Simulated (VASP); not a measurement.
Write the native input for VASP 6.6.1 that does the following.

- Task: single point
- Functional: PBE
- Potentials or basis: VASP PAW PBE potentials, release 64 (Hg, Te)
- Cutoff: 520 eV
- k mesh: 11 × 11 × 11
- Occupations: fermi-dirac, width 0.1 eV
- Spin: no spin polarisation
- Dipole correction: no
- Further INCAR settings: ALGO = Normal; EDIFF = 1e-07; NBANDS = 16

The structure of HgTe (zincblende type) lies in POSCAR:

```
HgTe
1.0
    0.0000000000      3.3266201642      3.3266201642
    3.3266201642      0.0000000000      3.3266201642
    3.3266201642      3.3266201642      0.0000000000
Hg Te
1 1
Direct
    0.0000000000      0.0000000000      0.0000000000
    0.2500000000      0.2500000000      0.2500000000
```

The input as run:

INCAR

```
SYSTEM = HgTe
  PREC = Accurate
  ENCUT = 520
  EDIFF = 1E-7
  ISMEAR = -1
  SIGMA = 0.1
  LREAL = .FALSE.
  LASPH = .TRUE.
  NELM = 80
  ALGO = Normal
  ISIF = 2
  LWAVE = .FALSE.
  LCHARG = .TRUE.
  GGA = PE
  LELF = .TRUE.
  LVHAR = .TRUE.
  NBANDS = 16
```

KPOINTS

```
Automatic mesh
0
G
  11 11 11
  0 0 0
```

Potentials or basis: VASP PAW PBE potentials, release 64 (Hg, Te).

Launch:

```bash
$ cat potpaw_PBE.64/Hg/POTCAR potpaw_PBE.64/Te/POTCAR > POTCAR
$ mpirun -np 1 vasp_std > vasp.out
```

It gave:

| Item | Value |
| --- | --- |
| Pressure | 0.0 GPa |
| Band gap on the k mesh | zero (filled and empty bands touch) |

Caveat: semilocal functionals underestimate gaps, so a narrow gap can read as zero; spin-orbit coupling is left out, which moves the levels of the heavy elements.

Wall time 23 s on 1 thread of Intel(R) Xeon(R) 6975P-C (Granite Rapids), with other jobs on the host, peak memory 0.24 GiB.
